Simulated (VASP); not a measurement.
# Si7Ge (P-43m) in VASP: single point with PBEsol

Aim: the single point of Si7Ge with PBEsol.

Everything below comes from runs of VASP 6.6.1. Logs are shortened: lines on timing, memory, paths and dates and some standing lists are left out, and cuts for length are marked.

### Step 1. The cell of the first run

It takes space group P-43m (No. 215, cubic). The conventional cell has a = 5.465 Å, b = 5.465 Å, c = 5.465 Å, α = 90.00°, β = 90.00°, γ = 90.00°. Si (site symmetry 3m) has 3 Si at 2.36 Å and 1 Ge at 2.39 Å within 3.1 Å. Within 3.1 Å of Si (site symmetry -42m) lie 4 Si at 2.36 Å. Within 3.2 Å of Ge (site symmetry -43m) lie 4 Si at 2.39 Å.

### Step 2. Single point, PBEsol

File INCAR:

```
SYSTEM = Si7Ge
PREC = Accurate
ENCUT = 520
EDIFF = 1E-6
ISMEAR = 0
SIGMA = 0.03
LREAL = .False.
LASPH = .True.
NELM = 80
ALGO = Normal
ISIF = 2
LWAVE = .False.
LCHARG = .True.
GGA = PS
LELF = .True.
LVHAR = .True.
NBANDS = 31
```

File KPOINTS:

```
regular mesh
0
Gamma
  6 6 6
  0 0 0
```

File POSCAR:

```
Si7Ge
1.0
    5.4653950700      0.0000000000      0.0000000000
    0.0000000000      5.4653950700      0.0000000000
    0.0000000000      0.0000000000      5.4653950700
Si Ge
7 1
Direct
    0.2526152100      0.2526152100      0.2526152100
    0.0000000000      0.5000000000      0.5000000000
    0.5000000000      0.5000000000      0.0000000000
    0.5000000000      0.0000000000      0.5000000000
    0.7473847900      0.2526152100      0.7473847900
    0.7473847900      0.7473847900      0.2526152100
    0.2526152100      0.7473847900      0.7473847900
    0.0000000000      0.0000000000      0.0000000000
```

Potentials or basis: VASP PAW PBE potentials, release 64 (Si, Ge_d).

The run is started by

```
$ cat potpaw_PBE.64/Si/POTCAR potpaw_PBE.64/Ge_d/POTCAR > POTCAR
$ mpirun -np 1 vasp_std > vasp.out
```

OUTCAR:

```text
SYSTEM = Si7Ge
   PREC = Accurate
   ENCUT = 520
   EDIFF = 1E-6
   ISMEAR = 0
   LREAL = .False.
   LASPH = .True.
   NELM = 80
   ISIF = 2
   GGA = PS

 ion  position               nearest neighbor table
   1  0.253  0.253  0.253-   2 2.36   3 2.36   4 2.36   8 2.39
   2  0.000  0.500  0.500-   1 2.36   5 2.36   6 2.36   7 2.36
   3  0.500  0.500  0.000-   1 2.36   5 2.36   6 2.36   7 2.36
   4  0.500  0.000  0.500-   1 2.36   5 2.36   6 2.36   7 2.36
   5  0.747  0.253  0.747-   2 2.36   3 2.36   4 2.36   8 2.39
   6  0.747  0.747  0.253-   2 2.36   3 2.36   4 2.36   8 2.39
   7  0.253  0.747  0.747-   2 2.36   3 2.36   4 2.36   8 2.39
   8  0.000  0.000  0.000-   1 2.39   5 2.39   6 2.39   7 2.39

  LATTYP: Found a simple cubic cell.
 ALAT       =     5.4653950700

  Lattice vectors:

 A1 = (   5.4653950700,   0.0000000000,   0.0000000000)
 A2 = (   0.0000000000,   5.4653950700,   0.0000000000)
 A3 = (   0.0000000000,   0.0000000000,   5.4653950700)

Analysis of symmetry for initial positions (statically):
=====================================================================
 Subroutine PRICEL returns:
 Original cell was already a primitive cell.

 Routine SETGRP: Setting up the symmetry group for a
 simple cubic supercell.

 Subroutine GETGRP returns: Found 24 space group operations
 (whereof 24 operations were pure point group operations)
 out of a pool of 48 trial point group operations.

The static configuration has the point symmetry T_d .

Analysis of symmetry for dynamics (positions and initial velocities):
=====================================================================
 Subroutine PRICEL returns:
 Original cell was already a primitive cell.

 Routine SETGRP: Setting up the symmetry group for a
 simple cubic supercell.

 Subroutine GETGRP returns: Found 24 space group operations
 (whereof 24 operations were pure point group operations)
 out of a pool of 48 trial point group operations.

The dynamic configuration has the point symmetry T_d .

 Subroutine INISYM returns: Found 24 space group operations
 (whereof 24 operations are pure point group operations),
 and found     1 'primitive' translations

----------------------------------------------------------------------------------------

                                     Primitive cell

  volume of cell :     163.2543

  direct lattice vectors                    reciprocal lattice vectors
     5.465395070  0.000000000  0.000000000     0.182969390  0.000000000  0.000000000
     0.000000000  5.465395070  0.000000000     0.000000000  0.182969390  0.000000000
     0.000000000  0.000000000  5.465395070     0.000000000  0.000000000  0.182969390

  length of vectors
     5.465395070  5.465395070  5.465395070     0.182969390  0.182969390  0.182969390

  position of ions in fractional coordinates (direct lattice)
     0.252615210  0.252615210  0.252615210
     0.000000000  0.500000000  0.500000000
     0.500000000  0.500000000  0.000000000
     0.500000000  0.000000000  0.500000000
     0.747384790  0.252615210  0.747384790
     0.747384790  0.747384790  0.252615210
     0.252615210  0.747384790  0.747384790
     0.000000000  0.000000000  0.000000000

  ion indices of the primitive-cell ions
   primitive index   ion index
                 1           1
                 2           2
                 3           3
                 4           4
                 5           5
                 6           6
                 7           7
                 8           8

----------------------------------------------------------------------------------------

 KPOINTS: regular mesh

Automatic generation of k-mesh.
 Grid dimensions read from file:
 generate k-points for:    6    6    6

 Generating k-lattice:

  Cartesian coordinates                     Fractional coordinates (reciprocal lattice)
     0.030494898  0.000000000  0.000000000     0.166666667  0.000000000  0.000000000
     0.000000000  0.030494898  0.000000000     0.000000000  0.166666667  0.000000000
     0.000000000  0.000000000  0.030494898     0.000000000  0.000000000  0.166666667

  Length of vectors
     0.030494898  0.030494898  0.030494898

  Shift w.r.t. Gamma in fractional coordinates (k-lattice)
     0.000000000  0.000000000  0.000000000

 Subroutine IBZKPT returns following result:
 ===========================================

 Found     20 irreducible k-points:

 Following reciprocal coordinates:
            Coordinates               Weight
  0.000000  0.000000  0.000000      1.000000
  0.166667  0.000000  0.000000      6.000000
  0.333333  0.000000  0.000000      6.000000
  0.500000  0.000000  0.000000      3.000000
  0.166667  0.166667  0.000000     12.000000
  0.333333  0.166667  0.000000     24.000000
[... 12 lines left out ...]
  0.500000  0.500000  0.333333      6.000000
  0.500000  0.500000  0.500000      1.000000
   k-points           NKPTS =     20   k-points in BZ     NKDIM =     20   number of bands    NBANDS=     31
   number of dos      NEDOS =    301   number of ions     NIONS =      8
   total plane-waves  NPLWV =  74088
   dimension x,y,z NGX =    42 NGY =   42 NGZ =   42
   dimension x,y,z NGXF=    84 NGYF=   84 NGZF=   84
   ions per type =               7   1
   NGX,Y,Z   is equivalent  to a cutoff of  12.78, 12.78, 12.78 a.u.
   NGXF,Y,Z  is equivalent  to a cutoff of  25.55, 25.55, 25.55 a.u.
 SYSTEM =  Si7Ge
   PREC   = accura    normal or accurate (medium, high low for compatibility)
   ISTART =      0    job   : 0-new  1-cont  2-samecut
   ICHARG =      2    charge: 1-file 2-atom 10-const
   ISPIN  =      1    spin polarized calculation?
   LNONCOLLINEAR =      F non collinear calculations
   LSORBIT =      F    spin-orbit coupling
   LASPH  =      T    aspherical Exc in radial PAW
   ENCUT  =  520.0 eV  38.22 Ry    6.18 a.u.  10.16 10.16 10.16*2*pi/ulx,y,z
   NELM   =     80;   NELMIN=  2; NELMDL= -5     # of ELM steps
   EDIFF  = 0.1E-05   stopping-criterion for ELM
   LREAL  =      F    real-space projection
   EDIFFG = 0.1E-04   stopping-criterion for IOM
   NSW    =      0    number of steps for IOM
   IBRION =     -1    ionic relax: 0-MD 1-quasi-New 2-CG
   NFREE  =      0    steps in history (QN), initial steepest desc. (CG)
   ISIF   =      2    stress and relaxation
   ISYM   =      2    0-nonsym 1-usesym 2-fastsym
   POTIM  = 0.5000    time-step for ionic-motion
   TEBEG  =    0.0;   TEEND  =   0.0 temperature during run
   PSTRESS=    0.0 pullay stress
   NELECT =      42.0000    total number of electrons
   NUPDOWN=      -1.0000    fix difference up-down
   EMIN   =  10.00;   EMAX   =-10.00  energy-range for DOS
   EFERMI =   0.00;   METHOD = LEGACY
   ISMEAR =     0;   SIGMA  =   0.03  broadening in eV -4-tet -1-fermi 0-gaus
   EFERMI_NEDOS =   21; number of points for ismear=-14 and -15
   IALGO  =     38    algorithm
   IMIX   =      4    mixing-type and parameters
     AMIX     =   0.40;   BMIX     =  1.00
     AMIX_MAG =   1.60;   BMIX_MAG =  1.00
  volume/ion in A,a.u.               =      20.41       137.71
  Fermi-wavevector in a.u.,A,eV,Ry     =   1.041205  1.967593 14.750191  1.084108
  Thomas-Fermi vector in A             =   2.175816
   LORBIT       =      0    0 simple, 1 ext, 2 COOP (PROOUT), +10 PAW based schemes
   GGA     = PS    functional components
   LHFCALC =     F    Hartree Fock is set to
   AEXX    =    0.0000 exact exchange contribution
   IVDW    =     0    specifies the selected vdW correction
   LEPSILON=     F    determine dielectric tensor
   LRPA    =     F    only Hartree local field effects (RPA)
 non-spin polarized calculation
 Gauss-broadening in eV      SIGMA  =   0.03
  energy-cutoff  :      520.00
  volume of cell :      163.25
 maximum number of plane-waves:      4436
 NGX is ok and might be reduce to    42
   NGX = 21   NGY = 21   NGZ = 21

 number of electron      42.0000023 magnetization

 Free energy of the ion-electron system (eV)
  ---------------------------------------------------
  ext. energy  EPLUGINS =         0.00000000
  ---------------------------------------------------
  free energy    TOTEN  =       -45.12788736 eV

  energy without entropy =      -45.12788736  energy(sigma->0) =      -45.12788736

 E-fermi :   5.7528     XC(G=0):  -9.6249

 val. band max:        5.6204248188   @ k =   0.0000   0.0000   0.0000
 cond. band min:       5.8996241978   @ k =   0.0000   0.0000   0.0000
 fundamental gap:      0.2791993790
 Fermi energy:         5.7527983809

 k-point     1 :       0.0000    0.0000    0.0000
  band No.  band energies     occupation
      1     -18.4872      2.00000
      2     -18.4872      2.00000
      3     -18.4872      2.00000
      4     -18.4612      2.00000
      5     -18.4612      2.00000
      6      -6.4577      2.00000
[... 23 lines left out ...]
     30       8.1533      0.00000
     31       8.4864      0.00000

 k-point     2 :       0.1667    0.0000    0.0000
  band No.  band energies     occupation
      1     -18.4872      2.00000
      2     -18.4872      2.00000
      3     -18.4872      2.00000
      4     -18.4612      2.00000
      5     -18.4612      2.00000
      6      -6.3381      2.00000
[... 23 lines left out ...]
     30       8.7436      0.00000
     31       9.1935      0.00000

 k-point     3 :       0.3333    0.0000    0.0000
  band No.  band energies     occupation
      1     -18.4872      2.00000
      2     -18.4872      2.00000
      3     -18.4872      2.00000
      4     -18.4612      2.00000
      5     -18.4611      2.00000
      6      -5.9825      2.00000
[... 567 lines left out ...]
     30       9.2100      0.00000
     31       9.2107      0.00000

 k-point    20 :       0.5000    0.5000    0.5000
  band No.  band energies     occupation
      1     -18.4873      2.00000
      2     -18.4873      2.00000
      3     -18.4873      2.00000
      4     -18.4610      2.00000
      5     -18.4610      2.00000
      6      -4.4878      2.00000
[... 23 lines left out ...]
     30       8.9683      0.00000
     31       8.9683      0.00000

------------------------ aborting loop because EDIFF is reached ----------------------------------------

  FORCE on cell =-STRESS in cart. coord.  units (eV):
  Direction    XX          YY          ZZ          XY          YZ          ZX
  --------------------------------------------------------------------------------------
  -------------------------------------------------------------------------------------
  Total       -0.2525719     -0.2525719     -0.2525719     -0.0000000     -0.0000000     -0.0000000
  in kB       -2.4787394     -2.4787394     -2.4787394     -0.0000000     -0.0000000     -0.0000000
  external PRESSURE =      -2.4787394 kB  Pullay stress =       0.0000000 kB

 VOLUME and BASIS-vectors are now :
 -----------------------------------------------------------------------------
  energy-cutoff  :      520.00
  volume of cell :      163.25
      direct lattice vectors                 reciprocal lattice vectors
     5.465395070  0.000000000  0.000000000     0.182969390  0.000000000  0.000000000
     0.000000000  5.465395070  0.000000000     0.000000000  0.182969390  0.000000000
     0.000000000  0.000000000  5.465395070     0.000000000  0.000000000  0.182969390

 POSITION                                       TOTAL-FORCE (eV/Angst)
 -----------------------------------------------------------------------------------
      1.38064      1.38064      1.38064        -0.006586     -0.006586     -0.006586
      0.00000      2.73270      2.73270         0.000000     -0.000000     -0.000000
      2.73270      2.73270      0.00000         0.000000     -0.000000     -0.000000
      2.73270      0.00000      2.73270         0.000000     -0.000000     -0.000000
      4.08475      1.38064      4.08475         0.006586     -0.006586      0.006586
      4.08475      4.08475      1.38064         0.006586      0.006586     -0.006586
      1.38064      4.08475      4.08475        -0.006586      0.006586      0.006586
      0.00000      0.00000      0.00000         0.000000     -0.000000     -0.000000
 -----------------------------------------------------------------------------------
    total drift:                               -0.000000     -0.000000      0.000000

  FREE ENERGIE OF THE ION-ELECTRON SYSTEM (eV)
  ---------------------------------------------------
  free  energy   TOTEN  =       -45.1278873586 eV

  energy  without entropy=      -45.1278873586  energy(sigma->0) =      -45.12788736
```

Run time: 2.9 min. Hardware: 1 thread of Intel Xeon 6975P-C, shared host; peak memory 0.3 GiB.

What came out:

```yaml
Free_energy: -45.1279 eV
Pressure: -0.2 GPa
Largest_force: 0.011 eV/Å
Band_gap_on_the_k_mesh: 0.28 eV, direct
```

Forces on the atoms (eV/Å):
```
Si  -0.007 -0.007 -0.007
Si   0.000  0.000  0.000
Si   0.000  0.000  0.000
Si   0.000  0.000  0.000
Si   0.007 -0.007  0.007
Si   0.007  0.007 -0.007
Si  -0.007  0.007  0.007
Ge   0.000  0.000  0.000
```

Caveat: the PAW data sets were made with another functional, which shifts forces and pressure a little. A k mesh can miss the band edges.
